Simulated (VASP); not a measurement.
The system is In3Se.

```
CELL_PARAMETERS angstrom
4.80376 0.00000 0.00000
0.00000 4.80376 0.00000
0.00000 0.00000 4.80376
ATOMIC_POSITIONS crystal
In 0.50000 0.50000 0.00000
In 0.50000 0.00000 0.50000
In 0.00000 0.50000 0.50000
Se 0.00000 0.00000 0.00000
```

| Property | Result |
| --- | --- |
| Program | VASP 6.6.1 |
| Task | relaxation of cell and atoms |
| Functional | PBEsol |
| Potentials or basis | VASP PAW PBE potentials, release 64 (In_d, Se) |
| Cutoff | 600 eV |
| k mesh | 6 × 6 × 6 |
| Occupations | fermi-dirac, width 0.05 eV |
| Spin | no spin polarisation |

At the start: pressure -2.9 GPa; volume 27.71 Å³/atom.

Where does the relaxation end?

Over 5 steps the energy falls by 22.0 meV/atom and the volume is 25.50 Å³/atom (-8.0 %); space group Pm-3m (No. 221, to 0.1 Å) before and after.

Step by step:
| step | energy change (eV) | largest force (eV/Å) | pressure (GPa) | volume (Å³) |
| --- | --- | --- | --- | --- |
| 1 | 0.0000 | 0.0000 | -2.93 | 110.85 |
| 2 | -0.0869 | 0.0000 | -0.36 | 102.91 |
| 3 | -0.0880 | 0.0000 | -0.04 | 102.09 |
| 4 | -0.0880 | 0.0000 | 0.04 | 101.92 |
| 5 | -0.0880 | 0.0000 | 0.01 | 102.01 |

Final structure:
```
CELL_PARAMETERS angstrom
4.67253 0.00000 0.00000
0.00000 4.67253 0.00000
0.00000 0.00000 4.67253
ATOMIC_POSITIONS crystal
In 0.50000 0.50000 0.00000
In 0.50000 0.00000 0.50000
In 0.00000 0.50000 0.50000
Se 0.00000 0.00000 0.00000
```

Caveat: the PAW data sets were made with another functional, which shifts forces and pressure a little.
